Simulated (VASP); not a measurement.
A run of VASP 6.6.1 is set up as follows.

Contents of INCAR:

```
SYSTEM = SnSe
PREC     = Accurate       ! precision mode
ENCUT    = 600            ! plane-wave cutoff, eV
EDIFF    = 1E-6           ! SCF threshold, eV
ISMEAR   = 0              ! smearing method
SIGMA    = 0.02           ! smearing width, eV
LREAL    = .False.        ! projectors in reciprocal space
LASPH    = .True.         ! aspherical terms in the spheres
NELM     = 100            ! most SCF steps
ALGO     = Normal         ! electronic algorithm
ISIF     = 3              ! what is computed and relaxed
LWAVE    = .False.        ! write WAVECAR
LCHARG   = .False.        ! write CHGCAR
GGA      = PE             ! functional
IVDW     = 12             ! dispersion correction
IBRION   = 2              ! ionic algorithm
NSW      = 100            ! ionic steps
EDIFFG   = -0.005         ! ionic threshold
```

File KPOINTS:

```
regular mesh
0
Gamma
  6 6 6
  0 0 0
```

POSCAR

```
SnSe
1.0
    4.2130146606      0.0000000000      0.0000000000
    0.0000000000      4.2130146606      0.0000000000
    0.0000000000      0.0000000000      5.9864990844
Sn Se
2 2
Direct
    0.5000000000      0.0000000000      0.2501496698
    0.0000000000      0.5000000000      0.7498503302
    0.5000000000      0.0000000000      0.7499237844
    0.0000000000      0.5000000000      0.2500762156
```

Potentials or basis: VASP PAW PBE potentials, release 64 (Sn_d, Se).

Run with:

```bash
$ cat potpaw_PBE.64/Sn_d/POTCAR potpaw_PBE.64/Se/POTCAR > POTCAR
$ mpirun -np 1 vasp_std > vasp.out
```

(1) Estimate the space group after relaxing (to 0.05 Å).

(2) Predict the band gap on the k mesh.

Answers

(1) Fm-3m (No. 225).

(2) 0.40 eV.

Caveat: spin-orbit coupling is left out, which moves the levels of the heavy elements.
